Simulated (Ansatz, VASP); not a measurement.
One calculation of Hf2BeCN2, two programs

```
Hf Be C N
1.0
     3.40515    0.00000    0.00000
     0.00000    3.40515    0.00000
     0.00000    0.00000    5.69793
Hf Be C N
2 1 1 2
Direct
  0.00000 0.00000 0.24857
  0.00000 0.00000 0.75143
  0.50000 0.50000 0.00000
  0.50000 0.50000 0.50000
  0.00000 0.50000 0.00000
  0.50000 0.00000 0.00000
```

Change from the starting cell: species swapped into the Sr2CuSeO2 type (P4/mmm, No. 123).

Alike in both runs: functional PBE; k mesh 6 × 6 × 4; occupations gaussian, width 0.1 eV; no spin polarisation.

Ansatz relaxed the structure, and its values are those at the end. VASP's run is a single point on that final structure, the one shown.

```csv
,VASP,Ansatz
version,VASP 6.6.1,Ansatz 0.2.0
potentials or method,"VASP PAW PBE potentials, release 64 (Hf_pv, Be, C, N), cutoff 520 eV","scalar-relativistic, plane waves, PAW"
valence electrons in the cell,36,68
```

Ansatz gave:

* gap on the k mesh at the Fermi level (eV): none
* pressure (GPa): -0.1
* rms of the force components (eV/Å): 0.011

**Question.** Estimate VASP's values.

**Answer.** gap on the k mesh at the Fermi level (eV): none; pressure (GPa): -1.7; rms of the force components (eV/Å): 0.065.

A gap of «none» marks a metal or a gap that the smearing closes. VASP's potentials hold 36 valence electrons a cell and Ansatz's 68, so a difference there can come from the potentials and not from the codes.

Neither program's run includes spin-orbit coupling.
